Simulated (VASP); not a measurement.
Input of a VASP 6.6.1 run:

File POSCAR:

```
TiTe2
1.0
    3.6962848798      0.0000000000      0.0000000000
   -1.8481424399      3.2010766055      0.0000000000
    0.0000000000      0.0000000000      6.3828329764
Ti Te
1 2
Direct
    0.0000000000      0.0000000000      0.0000000000
    0.6666666667      0.3333333333      0.2711838249
    0.3333333333      0.6666666667      0.7288161751
```

INCAR.step1

```
PREC = Accurate
ENCUT = 520
ISMEAR = 0
SIGMA = 0.1
LREAL = F
LASPH = T
NELM = 100
NBANDS = 19
GGA = PE
ALGO = Normal
EDIFF = 1E-4
LWAVE = T
LCHARG = F
```

Contents of INCAR.step2:

```
PREC = Accurate
ENCUT = 520
EDIFF = 1E-6
ISMEAR = 0
SIGMA = 0.1
LREAL = F
LASPH = T
NELM = 100
ALGO = Normal
ISIF = 2
LWAVE = F
LCHARG = T
METAGGA = R2SCAN
LMIXTAU = T
LELF = T
LVHAR = T
NBANDS = 19
ISTART = 1
```

Contents of KPOINTS:

```
regular mesh
0
Gamma
  15 15 8
```

Potentials or basis: VASP PAW PBE potentials, release 64 (Ti_sv, Te).

Launch:

```bash
$ cat potpaw_PBE.64/Ti_sv/POTCAR potpaw_PBE.64/Te/POTCAR > POTCAR
$ cp INCAR.step1 INCAR
$ mpirun -np 1 vasp_std > vasp.out
$ cp INCAR.step2 INCAR
$ mpirun -np 1 vasp_std > vasp.out
```

(1) Predict the band gap on the k mesh.

(2) Estimate the largest force.

(3) Predict the pressure.

Answers

(1) zero (band 12 reaches 8.07 eV, above the bottom of band 13 at 7.30 eV).

(2) 0.247 eV/Å.

(3) 3.7 GPa.

Caveat: the PAW data sets were made with another functional, which shifts forces and pressure a little; spin-orbit coupling is left out, which moves the levels of the heavy elements.
